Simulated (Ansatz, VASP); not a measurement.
BiTe: VASP beside Ansatz

```
Bi Te
1.0
     2.40645    1.38936    3.29503
    -2.40645    1.38936    3.29503
     0.00000   -2.77873    3.29503
Bi Te
1 1
Direct
  0.50000 0.50000 0.50000
  0.00000 0.00000 0.00000
```

Change from the starting cell: volume scaled by 0.98.

Alike in both runs: task single point; functional LDA; k mesh 7 × 7 × 7; occupations fermi-dirac, width 0.05 eV; no spin polarisation.

```csv
,VASP,Ansatz
version,VASP 6.6.1,Ansatz 0.2.0
potentials or method,"VASP PAW LDA potentials, release 64 (Bi_d, Te), cutoff 520 eV","all-electron LAPW, scalar-relativistic"
```

```tsv
	VASP	Ansatz	Ansatz less VASP
gap on the k mesh at the Fermi level (eV)	none	none	-
pressure (GPa)	-2.5	-2.5	-0.04
traceless stress, the component that is largest in VASP (GPa)	0.14	0.17	+0.024
```

LDA's correlation is that of Perdew and Zunger in VASP and of Perdew and Wang (1992) in Ansatz. A gap of «none» marks a metal or a gap that the smearing closes. Ansatz ran all-electron here, and VASP with PAW potentials.

Neither program's run includes spin-orbit coupling.
